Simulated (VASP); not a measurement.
Set up this calculation in VASP 6.6.1, as the native input.

- Task: single point
- Functional: PBE
- Potentials or basis: VASP PAW PBE potentials, release 64 (K_sv, Pd)
- Cutoff: 520 eV
- k mesh: 5 × 5 × 5
- Occupations: fermi-dirac, width 0.2 eV
- Spin: no spin polarisation
- Dipole correction: no
- Further INCAR settings: ALGO = Normal; EDIFF = 1e-06; NBANDS = 26

The structure of K3Pd lies in POSCAR:

```
K3Pd
1.0
    5.4450130000      0.0000000000      0.0000000000
    0.0000000000      5.4450130000      0.0000000000
    0.0000000000      0.0000000000      5.4450130000
K Pd
3 1
Direct
    0.5000000000      0.5000000000      0.0000000000
    0.5000000000      0.0000000000      0.5000000000
    0.0000000000      0.5000000000      0.5000000000
    0.0000000000      0.0000000000      0.0000000000
```

One way to write it, as run:

INCAR

```
ALGO = Normal
EDIFF = 1E-6
ENCUT = 520
GGA = PE
ISIF = 2
ISMEAR = -1
LASPH = T
LCHARG = F
LREAL = F
LWAVE = F
NBANDS = 26
NELM = 80
PREC = Accurate
SIGMA = 0.2
```

KPOINTS

```
k-points
0
Gamma
  5 5 5
```

Potentials or basis: VASP PAW PBE potentials, release 64 (K_sv, Pd).

The run is started by

```sh
$ cat potpaw_PBE.64/K_sv/POTCAR potpaw_PBE.64/Pd/POTCAR > POTCAR
$ mpirun -np 1 vasp_std > vasp.out
```

It gave:

* Pressure: 0.0 GPa
* Band gap on the k mesh: zero (an odd number of electrons rules out a gap without spin polarisation)

It took 73 s on 1 thread of Intel Xeon 8259CL, on a shared host, peak memory 0.25 GiB.
